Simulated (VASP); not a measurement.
A run of VASP 6.6.1 is set up as follows.

The input INCAR:

```
SYSTEM = ZnS
PREC     = Accurate       ! precision mode
ENCUT    = 500            ! plane-wave cutoff, eV
EDIFF    = 1E-7           ! SCF threshold, eV
ISMEAR   = -1             ! smearing method
SIGMA    = 0.05           ! smearing width, eV
LREAL    = .False.        ! projectors in reciprocal space
LASPH    = .True.         ! aspherical terms in the spheres
NELM     = 120            ! most SCF steps
ALGO     = Normal         ! electronic algorithm
ISIF     = 3              ! what is computed and relaxed
LWAVE    = .False.        ! write WAVECAR
LCHARG   = .False.        ! write CHGCAR
GGA      = LIBXC          ! functional
LIBXC1   = GGA_X_B88    
LIBXC2   = GGA_C_PBE    
IBRION   = 2              ! ionic algorithm
NSW      = 60             ! ionic steps
EDIFFG   = -0.01          ! ionic threshold
GGA_COMPAT= .False.      
NELMIN   = 4
```

Contents of KPOINTS:

```
regular mesh
0
Gamma
  8 8 5
  0 0 0
```

POSCAR

```
ZnS
1.0
    3.8110000000      0.0000000000      0.0000000000
   -1.9055000000      3.3004228138      0.0000000000
    0.0000000000      0.0000000000      6.2340000000
Zn S
2 2
Direct
    0.6666666667      0.3333333333      0.5000000000
    0.3333333333      0.6666666667      0.0000000000
    0.6666666667      0.3333333333      0.8850000000
    0.3333333333      0.6666666667      0.3850000000
```

Potentials or basis: VASP PAW PBE potentials, release 64 (Zn, S).

Launch:

```console
$ cat potpaw_PBE.64/Zn/POTCAR potpaw_PBE.64/S/POTCAR > POTCAR
$ mpirun -np 1 vasp_std > vasp.out
```

Question: Predict the space group after relaxing (to 0.1 Å).

Answer: P6_3mc (No. 186).

Question: Predict the relaxed volume.

Answer: 20.20 Å³/atom.

Question: What does it give for the relaxed cell?

Answer: a = 3.847 Å, b = 3.847 Å, c = 6.306 Å, α = 90.00°, β = 90.00°, γ = 120.00°.

Final structure:
```yaml
crystal:
  lattice:
    - [3.84655, 0.00000, 0.00000]
    - [-1.92328, 3.33121, 0.00000]
    - [0.00000, 0.00000, 6.30606]
  atoms:
    - { symbol: Zn, position: [0.66667, 0.33333, 0.50522] }
    - { symbol: Zn, position: [0.33333, 0.66667, 0.00522] }
    - { symbol: S, position: [0.66667, 0.33333, 0.87978] }
    - { symbol: S, position: [0.33333, 0.66667, 0.37978] }
```

Caveat: the PAW data sets were made with another functional, which shifts forces and pressure a little. Zero-point motion and thermal expansion aren't in these numbers.
